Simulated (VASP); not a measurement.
Write the native input for VASP 6.6.1 that does the following.

| Quantity | Value |
| --- | --- |
| Task | single point |
| Functional | PBE |
| Potentials or basis | VASP PAW PBE potentials, release 64 (Ta_pv, N) |
| Cutoff | 520 eV |
| k mesh | 11 × 11 × 6 |
| Occupations | fermi-dirac, width 0.08 eV |
| Spin | no spin polarisation |
| Dipole correction | no |
| Further INCAR settings | ALGO = Normal; EDIFF = 1e-07; NBANDS = 24 |

The structure of TaN (NiAs type) lies in POSCAR:

```
TaN
1.0
    2.8530952609      0.0000000000      0.0000000000
   -1.4265476304      2.4708529754      0.0000000000
    0.0000000000      0.0000000000      5.8138457785
Ta N
2 2
Direct
    0.0000000000      0.0000000000      0.0000000000
    0.0000000000      0.0000000000      0.5000000000
    0.3333333333      0.6666666667      0.2500000000
    0.6666666667      0.3333333333      0.7500000000
```

The input as run:

INCAR

```
SYSTEM = TaN
PREC = Accurate ; ENCUT = 520
EDIFF = 1E-7 ; ISMEAR = -1
SIGMA = 0.08 ; LREAL = .False.
LASPH = .True. ; NELM = 100
ALGO = Normal ; ISIF = 2
LWAVE = .False. ; LCHARG = .True.
GGA = PE ; LELF = .True.
LVHAR = .True. ; NBANDS = 24
```

KPOINTS

```
regular mesh
0
Gamma
  11 11 6
  0 0 0
```

Potentials or basis: VASP PAW PBE potentials, release 64 (Ta_pv, N).

Command:

```bash
$ cat potpaw_PBE.64/Ta_pv/POTCAR potpaw_PBE.64/N/POTCAR > POTCAR
$ mpirun -np 1 vasp_std > vasp.out
```

It gave:

* Pressure: 24.0 GPa
* Band gap on the k mesh: zero (band 16 reaches 9.44 eV, above the bottom of band 17 at 8.27 eV)

Caveat: spin-orbit coupling is left out, which moves the levels of the heavy elements.

Run time: 61 s on 1 thread of Intel Xeon 6975P-C, with other jobs on the host, peak memory 0.21 GiB.
